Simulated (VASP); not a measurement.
# ZnSe (F-43m) in VASP: a series of runs

ZnSe is run at these levels: PBE; tasks: relaxation of cell and atoms.

Program: VASP 6.6.1. These are calculated values, not measurements. Logs are shortened: lines on timing, memory, paths and dates and some standing lists are left out, and cuts for length are marked.

### 1 The cell of the first run

Symmetry: F-43m, No. 216, cubic system. Conventional cell: a = 5.733 Å, b = 5.733 Å, c = 5.733 Å, α = 90.00°, β = 90.00°, γ = 90.00°. Within 3.3 Å of Zn (site symmetry -43m) lie 4 Se at 2.48 Å. Within 3.3 Å of Se (site symmetry -43m) lie 4 Zn at 2.48 Å.

### 2 Relaxation of cell and atoms, PBE, target pressure 7 GPa, at which the enthalpy is minimised

File INCAR:

```
PREC     = Accurate       # precision mode
ENCUT    = 600            # plane-wave cutoff, eV
EDIFF    = 1E-6           # SCF threshold, eV
ISMEAR   = 0              # smearing method
SIGMA    = 0.01           # smearing width, eV
LREAL    = F              # projectors in reciprocal space
LASPH    = T              # aspherical terms in the spheres
NELM     = 80             # most SCF steps
ALGO     = Normal         # electronic algorithm
ISIF     = 3              # what is computed and relaxed
LWAVE    = F              # write WAVECAR
LCHARG   = F              # write CHGCAR
GGA      = PE             # functional
IBRION   = 2              # ionic algorithm
NSW      = 80             # ionic steps
EDIFFG   = -0.001         # ionic threshold
PSTRESS  = 70.0
```

File KPOINTS:

```
regular mesh
0
Gamma
  8 8 8
```

File POSCAR:

```
ZnSe
1.0
    0.0000000000      2.8663043628      2.8663043628
    2.8663043628      0.0000000000      2.8663043628
    2.8663043628      2.8663043628      0.0000000000
Zn Se
1 1
Direct
    0.0000000000      0.0000000000      0.0000000000
    0.7500000000      0.7500000000      0.7500000000
```

Potentials or basis: VASP PAW PBE potentials, release 64 (Zn, Se).

On the command line:

```console
> cat potpaw_PBE.64/Zn/POTCAR potpaw_PBE.64/Se/POTCAR > POTCAR
> mpirun -np 1 vasp_std > vasp.out
```

OUTCAR:

```text
PREC = Accurate
   ENCUT = 600
   EDIFF = 1E-6
   ISMEAR = 0
   LREAL = F
   LASPH = T
   NELM = 80
   ISIF = 3
   GGA = PE
   IBRION = 2
   NSW = 80
   EDIFFG = -0.001
   PSTRESS = 70.0

 ion  position               nearest neighbor table
   1  0.000  0.000  0.000-   2 2.48   2 2.48   2 2.48   2 2.48
   2  0.750  0.750  0.750-   1 2.48   1 2.48   1 2.48   1 2.48

  LATTYP: Found a face centered cubic cell.
 ALAT       =     5.7326087256

  Lattice vectors:

 A1 = (   0.0000000000,   2.8663043628,   2.8663043628)
 A2 = (   2.8663043628,   0.0000000000,   2.8663043628)
 A3 = (   2.8663043628,   2.8663043628,   0.0000000000)

Analysis of symmetry for initial positions (statically):
=====================================================================
 Subroutine PRICEL returns:
 Original cell was already a primitive cell.

 Routine SETGRP: Setting up the symmetry group for a
 face centered cubic supercell.

 Subroutine GETGRP returns: Found 24 space group operations
 (whereof 24 operations were pure point group operations)
 out of a pool of 48 trial point group operations.

The static configuration has the point symmetry T_d .

Analysis of symmetry for dynamics (positions and initial velocities):
=====================================================================
 Subroutine PRICEL returns:
 Original cell was already a primitive cell.

 Routine SETGRP: Setting up the symmetry group for a
 face centered cubic supercell.

 Subroutine GETGRP returns: Found 24 space group operations
 (whereof 24 operations were pure point group operations)
 out of a pool of 48 trial point group operations.

The dynamic configuration has the point symmetry T_d .

 Subroutine INISYM returns: Found 24 space group operations
 (whereof 24 operations are pure point group operations),
 and found     1 'primitive' translations

----------------------------------------------------------------------------------------

                                     Primitive cell

  volume of cell :      47.0974

  direct lattice vectors                    reciprocal lattice vectors
     0.000000000  2.866304363  2.866304363    -0.174440651  0.174440651  0.174440651
     2.866304363  0.000000000  2.866304363     0.174440651 -0.174440651  0.174440651
     2.866304363  2.866304363  0.000000000     0.174440651  0.174440651 -0.174440651

  length of vectors
     4.053566504  4.053566504  4.053566504     0.302140071  0.302140071  0.302140071

  position of ions in fractional coordinates (direct lattice)
     0.000000000  0.000000000  0.000000000
     0.750000000  0.750000000  0.750000000

  ion indices of the primitive-cell ions
   primitive index   ion index
                 1           1
                 2           2

----------------------------------------------------------------------------------------

 KPOINTS: regular mesh

Automatic generation of k-mesh.
 Grid dimensions read from file:
 generate k-points for:    8    8    8

 Generating k-lattice:

  Cartesian coordinates                     Fractional coordinates (reciprocal lattice)
    -0.021805081  0.021805081  0.021805081     0.125000000  0.000000000  0.000000000
     0.021805081 -0.021805081  0.021805081     0.000000000  0.125000000  0.000000000
     0.021805081  0.021805081 -0.021805081     0.000000000  0.000000000  0.125000000

  Length of vectors
     0.037767509  0.037767509  0.037767509

  Shift w.r.t. Gamma in fractional coordinates (k-lattice)
     0.000000000  0.000000000  0.000000000

 Subroutine IBZKPT returns following result:
 ===========================================

 Found     29 irreducible k-points:

 Following reciprocal coordinates:
            Coordinates               Weight
  0.000000  0.000000  0.000000      1.000000
  0.125000  0.000000  0.000000      8.000000
  0.250000  0.000000  0.000000      8.000000
  0.375000  0.000000  0.000000      8.000000
  0.500000  0.000000  0.000000      4.000000
  0.125000  0.125000  0.000000      6.000000
[... 16 lines left out ...]
  0.500000  0.250000  0.125000     48.000000
 -0.375000  0.250000  0.125000     24.000000
 [... further k-points ...]
   k-points           NKPTS =     29   k-points in BZ     NKDIM =     29   number of bands    NBANDS=     13
   number of dos      NEDOS =    301   number of ions     NIONS =      2
   total plane-waves  NPLWV =  32768
   dimension x,y,z NGX =    32 NGY =   32 NGZ =   32
   dimension x,y,z NGXF=    64 NGYF=   64 NGZF=   64
   ions per type =               1   1
   NGX,Y,Z   is equivalent  to a cutoff of  13.12, 13.12, 13.12 a.u.
   NGXF,Y,Z  is equivalent  to a cutoff of  26.25, 26.25, 26.25 a.u.
 SYSTEM =  unknown system
   PREC   = accura    normal or accurate (medium, high low for compatibility)
   ISTART =      0    job   : 0-new  1-cont  2-samecut
   ICHARG =      2    charge: 1-file 2-atom 10-const
   ISPIN  =      1    spin polarized calculation?
   LNONCOLLINEAR =      F non collinear calculations
   LSORBIT =      F    spin-orbit coupling
   LASPH  =      T    aspherical Exc in radial PAW
   ENCUT  =  600.0 eV  44.10 Ry    6.64 a.u.   8.10  8.10  8.10*2*pi/ulx,y,z
   NELM   =     80;   NELMIN=  2; NELMDL= -5     # of ELM steps
   EDIFF  = 0.1E-05   stopping-criterion for ELM
   LREAL  =      F    real-space projection
   EDIFFG = -.1E-02   stopping-criterion for IOM
   NSW    =     80    number of steps for IOM
   IBRION =      2    ionic relax: 0-MD 1-quasi-New 2-CG
   NFREE  =      1    steps in history (QN), initial steepest desc. (CG)
   ISIF   =      3    stress and relaxation
   ISYM   =      2    0-nonsym 1-usesym 2-fastsym
   POTIM  = 0.5000    time-step for ionic-motion
   TEBEG  =    0.0;   TEEND  =   0.0 temperature during run
   PSTRESS=   70.0 pullay stress
   NELECT =      18.0000    total number of electrons
   NUPDOWN=      -1.0000    fix difference up-down
   EMIN   =  10.00;   EMAX   =-10.00  energy-range for DOS
   EFERMI =   0.00;   METHOD = LEGACY
   ISMEAR =     0;   SIGMA  =   0.01  broadening in eV -4-tet -1-fermi 0-gaus
   EFERMI_NEDOS =   21; number of points for ismear=-14 and -15
   IALGO  =     38    algorithm
   IMIX   =      4    mixing-type and parameters
     AMIX     =   0.40;   BMIX     =  1.00
     AMIX_MAG =   1.60;   BMIX_MAG =  1.00
  volume/ion in A,a.u.               =      23.55       158.91
  Fermi-wavevector in a.u.,A,eV,Ry     =   1.188046  2.245082 19.203997  1.411454
  Thomas-Fermi vector in A             =   2.324184
   LORBIT       =      0    0 simple, 1 ext, 2 COOP (PROOUT), +10 PAW based schemes
   GGA     = PE    functional components
   LHFCALC =     F    Hartree Fock is set to
   AEXX    =    0.0000 exact exchange contribution
   IVDW    =     0    specifies the selected vdW correction
   LEPSILON=     F    determine dielectric tensor
   LRPA    =     F    only Hartree local field effects (RPA)
 conjugate gradient relaxation of ions
 non-spin polarized calculation
 Gauss-broadening in eV      SIGMA  =   0.01
  energy-cutoff  :      600.00
  volume of cell :       47.10
 maximum number of plane-waves:      1591
   NGX = 17   NGY = 17   NGZ = 17

--------------------------------------- Ionic step        1  -------------------------------------------

 number of electron      18.0000013 magnetization

 Free energy of the ion-electron system (eV)
  ---------------------------------------------------
  ext. energy  EPLUGINS =         0.00000000
  ---------------------------------------------------
  free energy    TOTEN  =        -6.03224244 eV

  energy without entropy =       -6.03224244  energy(sigma->0) =       -6.03224244

------------------------ aborting loop because EDIFF is reached ----------------------------------------

  FORCE on cell =-STRESS in cart. coord.  units (eV):
  Direction    XX          YY          ZZ          XY          YZ          ZX
  --------------------------------------------------------------------------------------
  -------------------------------------------------------------------------------------
  Total        0.0606032      0.0606032      0.0606032      0.0000000      0.0000000     -0.0000000
  in kB        2.0616225      2.0616225      2.0616225      0.0000000      0.0000000     -0.0000000
  external PRESSURE =     -67.9383775 kB  Pullay stress =      70.0000000 kB
[... 61 lines left out ...]
  enthalpy is  TOTEN    =        -4.0398101857 eV   P V=        1.7744288055

--------------------------------------- Ionic step        3  -------------------------------------------

 number of electron      18.0000000 magnetization

 Free energy of the ion-electron system (eV)
  ---------------------------------------------------
  ext. energy  EPLUGINS =         0.00000000
  ---------------------------------------------------
  free energy    TOTEN  =        -5.94422607 eV

  energy without entropy =       -5.94422607  energy(sigma->0) =       -5.94422607

 E-fermi :   2.2019     XC(G=0):  -9.6030

 val. band max:        2.1559330914   @ k =   0.0000   0.0000   0.0000
 cond. band min:       3.6986428340   @ k =   0.0000   0.0000   0.0000
 fundamental gap:      1.5427097425
 Fermi energy:         2.2018722408

 k-point     1 :       0.0000    0.0000    0.0000
  band No.  band energies     occupation
      1     -11.5149      2.00000
      2      -4.6330      2.00000
      3      -4.6330      2.00000
      4      -4.6330      2.00000
      5      -4.2055      2.00000
      6      -4.2055      2.00000
      7       2.1559      2.00000
      8       2.1559      2.00000
      9       2.1559      2.00000
     10       3.6986      0.00000
     11       7.9297      0.00000
     12       7.9297      0.00000
     13       7.9297      0.00000
[... 353 lines left out ...]
 k-point    24 :      -0.3750    0.2500    0.1250
  band No.  band energies     occupation
      1     -10.4664      2.00000
      2      -4.5211      2.00000
      3      -4.4733      2.00000
      4      -4.2488      2.00000
      5      -4.1985      2.00000
      6      -3.9672      2.00000
      7      -3.0923      2.00000
      8      -0.4698      2.00000
      9       0.5322      2.00000
     10       6.5590      0.00000
     11       7.6464      0.00000
     12       9.7191      0.00000
     13      11.0202      0.00000

 [... further k-points ...]

------------------------ aborting loop because EDIFF is reached ----------------------------------------

  FORCE on cell =-STRESS in cart. coord.  units (eV):
  Direction    XX          YY          ZZ          XY          YZ          ZX
  --------------------------------------------------------------------------------------
  -------------------------------------------------------------------------------------
  Total        1.8720103      1.8720103      1.8720103      0.0000000      0.0000000     -0.0000000
  in kB       70.0397241     70.0397241     70.0397241      0.0000000      0.0000000     -0.0000000
  external PRESSURE =       0.0397241 kB  Pullay stress =      70.0000000 kB
[... 17 lines left out ...]
  FREE ENERGIE OF THE ION-ELECTRON SYSTEM (eV)
  ---------------------------------------------------
  free  energy   TOTEN  =        -5.9442260743 eV

  energy  without entropy=       -5.9442260743  energy(sigma->0) =       -5.94422607

  enthalpy is  TOTEN    =        -4.0732775619 eV   P V=        1.8709485124

 reached required accuracy - stopping structural energy minimisation
```

Run time: 30 s. Hardware: 1 thread of AMD EPYC 9R45 (Zen 5), shared host; peak memory 0.17 GiB.

Results:

```yaml
Free_energy: -5.9442 eV
Relaxed_volume: 21.41 Å³/atom
Relaxed_cell: a = 3.927 Å, b = 3.927 Å, c = 3.927 Å, α = 60.00°, β = 60.00°, γ = 60.00°
Space_group_after_relaxing_to_0.05_Å: F-43m (No. 216)
Energy_change_on_relaxing_the_enthalpy_is_what_falls: +44.0 meV/atom
Ionic_steps: 3
Pressure_after_relaxing: 7.0 GPa
Band_gap_on_the_k_mesh: 1.54 eV, direct
```

The path:
| step | energy change (eV) | largest force (eV/Å) | pressure (GPa) | volume (Å³) |
| --- | --- | --- | --- | --- |
| 1 | 0.0000 | 0.0000 | 0.21 | 47.10 |
| 2 | 0.2180 | 0.0000 | 11.96 | 40.61 |
| 3 | 0.0880 | 0.0000 | 7.00 | 42.82 |

Final structure:
```
CELL_PARAMETERS angstrom
0.00000 2.77682 2.77682
2.77682 0.00000 2.77682
2.77682 2.77682 0.00000
ATOMIC_POSITIONS crystal
Zn 0.00000 0.00000 0.00000
Se 0.75000 0.75000 0.75000
```

Caveat: the cell is relaxed towards a set pressure, so the enthalpy falls and the energy may rise. A hybrid or GW would open this gap; PBE tends to underestimate it.

### 3 Relaxation of cell and atoms, PBE, target pressure 35 GPa, at which the enthalpy is minimised

This run uses another cell than the first one, of 19.26 Å³/atom, 0.818 times its volume.

File INCAR:

```
SYSTEM = ZnSe
PREC     = Accurate       ! precision mode
ENCUT    = 600            ! plane-wave cutoff, eV
EDIFF    = 1E-7           ! SCF threshold, eV
ISMEAR   = 0              ! smearing method
SIGMA    = 0.01           ! smearing width, eV
LREAL    = .FALSE.        ! projectors in reciprocal space
LASPH    = .TRUE.         ! aspherical terms in the spheres
NELM     = 60             ! most SCF steps
ALGO     = Normal         ! electronic algorithm
ISIF     = 3              ! what is computed and relaxed
LWAVE    = .FALSE.        ! write WAVECAR
LCHARG   = .FALSE.        ! write CHGCAR
GGA      = PE             ! functional
IBRION   = 2              ! ionic algorithm
NSW      = 80             ! ionic steps
EDIFFG   = -0.001         ! ionic threshold
PSTRESS  = 350.0
```

File KPOINTS:

```
regular mesh
0
G
  10 10 10
  0 0 0
```

File POSCAR:

```
ZnSe
1.0
    0.0000000000      2.6805296698      2.6805296698
    2.6805296698      0.0000000000      2.6805296698
    2.6805296698      2.6805296698      0.0000000000
Zn Se
1 1
Direct
    0.0000000000      0.0000000000      0.0000000000
    0.7500000000      0.7500000000      0.7500000000
```

Potentials or basis: VASP PAW PBE potentials, release 64 (Zn, Se).

On the command line:

```console
> cat potpaw_PBE.64/Zn/POTCAR potpaw_PBE.64/Se/POTCAR > POTCAR
> mpirun -np 1 vasp_std > vasp.out
```

Run time: 85 s. Hardware: 1 thread of AMD EPYC 9R45 (Zen 5), shared host; peak memory 0.17 GiB.

It converged, with:

```
Free energy                                            : -5.0018 eV
Relaxed volume                                         : 17.37 Å³/atom
Relaxed cell                                           : a = 3.663 Å, b = 3.663 Å, c = 3.663 Å, α = 60.00°, β = 60.00°, γ = 60.00°
Space group after relaxing (to 0.05 Å)                 : F-43m (No. 216)
Energy change on relaxing (the enthalpy is what falls) : +307.1 meV/atom
Ionic steps                                            : 7
Pressure after relaxing                                : 35.0 GPa
Band gap on the k mesh                                 : 2.22 eV, indirect (least direct gap 2.49 eV)
```

The path:
```tsv
step	energy change (eV)	largest force (eV/Å)	pressure (GPa)	volume (Å³)
1	0.0000	0.0000	18.42	38.52
2	2.9287	0.0000	90.94	28.44
3	0.5646	0.0000	33.74	34.97
4	0.6048	0.0000	34.78	34.78
5	0.6206	0.0000	35.16	34.71
6	0.6037	0.0000	34.75	34.79
7	0.6142	0.0000	35.00	34.74
```

Final structure:
```
Zn Se
1.0
     0.00000    2.58983    2.58983
     2.58983    0.00000    2.58983
     2.58983    2.58983    0.00000
Zn Se
1 1
Direct
  0.00000 0.00000 0.00000
  0.75000 0.75000 0.75000
```

Levels at points of the mesh, in eV from the valence-band top:
```csv
k point,band 5,band 6,band 7,band 8,band 9,band 10,band 11,band 12,band 13
"(0.00, 0.00, 0.00)",-7.29,-7.29,0.00,0.00,0.00,2.49,5.57,5.57,5.57
"(0.50, 0.00, 0.00)",-7.25,-7.25,-6.97,-1.35,-1.35,2.98,6.17,6.17,8.96
"(0.50, 0.50, 0.00)",-7.19,-7.00,-6.05,-3.35,-3.35,2.22,3.18,13.07,13.20
```

Caveat: the cell is relaxed towards a set pressure, so the enthalpy falls and the energy may rise. A hybrid or GW would open this gap; PBE tends to underestimate it.
